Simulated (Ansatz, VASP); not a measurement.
**Ru in VASP and in Ansatz**

```
Ru
1.0
     2.70580    0.00000    0.00000
    -1.35290    2.34329    0.00000
     0.00000    0.00000    4.28190
Ru
2
Direct
  0.33333 0.66667 0.25000
  0.66667 0.33333 0.75000
```

Alike in both runs: task relaxation of cell and atoms; functional PBEsol; k mesh 18 × 18 × 10; occupations gaussian, width 0.1 eV; no spin polarisation.

```csv
,VASP,Ansatz
version,VASP 6.6.1,Ansatz 0.2.0
potentials or method,"VASP PAW PBE potentials, release 64 (Ru_pv), cutoff 600 eV","scalar-relativistic, plane waves, PAW"
valence electrons in the cell,28,32
```

|  | VASP | Ansatz | Ansatz less VASP |
| --- | --- | --- | --- |
| gap on the k mesh at the Fermi level, each at its own relaxed structure (eV) | none | none | - |
| relaxed volume (Å³/atom) | 13.32 | 13.32 | +0.003 |
| relaxed length of the cell vector where the two differ most in proportion (Å) | 2.689 | 2.690 | +0.0003 |

VASP's potentials were made for PBE, not for PBEsol. A gap of «none» marks a metal or a gap that the smearing closes. VASP's potentials hold 28 valence electrons a cell and Ansatz's 32, so a difference there can come from the potentials and not from the codes.
